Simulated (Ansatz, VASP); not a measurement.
**Two plane-wave programs on NaCl**

```
CELL_PARAMETERS angstrom
0.00000 2.79406 2.79406
2.79406 0.00000 2.79406
2.79406 2.79406 0.00000
ATOMIC_POSITIONS crystal
Cl 0.50000 0.50000 0.50000
Na 0.00000 0.00000 0.00000
```

Alike in both runs: functional HF; k mesh 5 × 5 × 5; occupations fermi-dirac, width 0.05 eV; no spin polarisation.

|  | VASP | Ansatz |
| --- | --- | --- |
| version | VASP 6.6.1 | Ansatz 0.2.0 |
| potentials or method | VASP PAW PBE potentials, release 64 (Cl, Na_pv) | Ansatz PAW |
| plane-wave cutoff (eV) | 520 | 420 |
| valence electrons in the cell | 14 | 16 |
| task | single point | band structure |

|  | VASP | Ansatz | Ansatz less VASP |
| --- | --- | --- | --- |
| gap on the k mesh at the Fermi level (eV) | 13.91 | 13.91 | -0.002 |
| least direct gap on the mesh (eV) | 13.91 | 13.91 | -0.002 |
| pressure (GPa) | 2.8 | 2.8 | -0.01 |

VASP's potentials were made for PBE, not for HF. The functional is the same, so the differences come from potentials, cutoffs and numerics. VASP's potentials hold 14 valence electrons a cell and Ansatz's 16, so a difference there can come from the potentials and not from the codes.
